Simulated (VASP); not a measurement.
Wanted: the native input for a VASP 6.6.1 run.

| Quantity | Value |
| --- | --- |
| Task | single point |
| Functional | PBEsol |
| Potentials or basis | VASP PAW PBE potentials, release 64 (Sn_d, O) |
| Cutoff | 520 eV |
| k mesh | 12 × 12 × 12 |
| Occupations | gaussian, width 0.05 eV |
| Spin | no spin polarisation |
| Dipole correction | no |
| Further INCAR settings | ALGO = Normal; EDIFF = 1e-07; NBANDS = 20 |

The structure of SnO2 lies in POSCAR:

```
SnO2
1.0
    1.6170930752      0.9336291223      4.9446103615
   -1.6170930752      0.9336291223      4.9446103615
    0.0000000000     -1.8672582446      4.9446103615
Sn O
1 2
Direct
    0.5000000000      0.5000000000      0.5000000000
    0.2371700000      0.2371700000      0.2371700000
    0.7628300000      0.7628300000      0.7628300000
```

This cell differs from its parent crystal: strain +0.0300 x Voigt [0, 0, 1, 0, 0, 0].

These files were run (other wordings do the same):

INCAR

```
SYSTEM = SnO2
PREC     = Accurate       ! precision mode
ENCUT    = 520            ! plane-wave cutoff, eV
EDIFF    = 1E-7           ! SCF threshold, eV
ISMEAR   = 0              ! smearing method
SIGMA    = 0.05           ! smearing width, eV
LREAL    = .FALSE.        ! projectors in reciprocal space
LASPH    = .TRUE.         ! aspherical terms in the spheres
NELM     = 100            ! most SCF steps
ALGO     = Normal         ! electronic algorithm
ISIF     = 2              ! what is computed and relaxed
LWAVE    = .FALSE.        ! write WAVECAR
LCHARG   = .FALSE.        ! write CHGCAR
GGA      = PS             ! functional
NBANDS   = 20             ! bands
```

KPOINTS

```
Automatic mesh
0
G
  12 12 12
  0 0 0
```

Potentials or basis: VASP PAW PBE potentials, release 64 (Sn_d, O).

Launch:

```bash
$ cat potpaw_PBE.64/Sn_d/POTCAR potpaw_PBE.64/O/POTCAR > POTCAR
$ mpirun -np 1 vasp_std > vasp.out
```

It gave:

| Property | Result |
| --- | --- |
| Pressure | -6.8 GPa |
| Largest force | 0.722 eV/Å |
| Band gap on the k mesh | 1.87 eV (least direct gap 1.99 eV) |

Caveat: the cell differs from its parent crystal (strain +0.0300 x Voigt [0, 0, 1, 0, 0, 0]); the cell stands under tension; the PAW data sets were made with another functional, which shifts forces and pressure a little; spin-orbit coupling is left out, which moves the levels of the heavy elements.

It took 4.1 min on 1 thread of Intel(R) Xeon(R) Platinum 8559C (Emerald Rapids), on a shared host, peak memory 0.34 GiB.
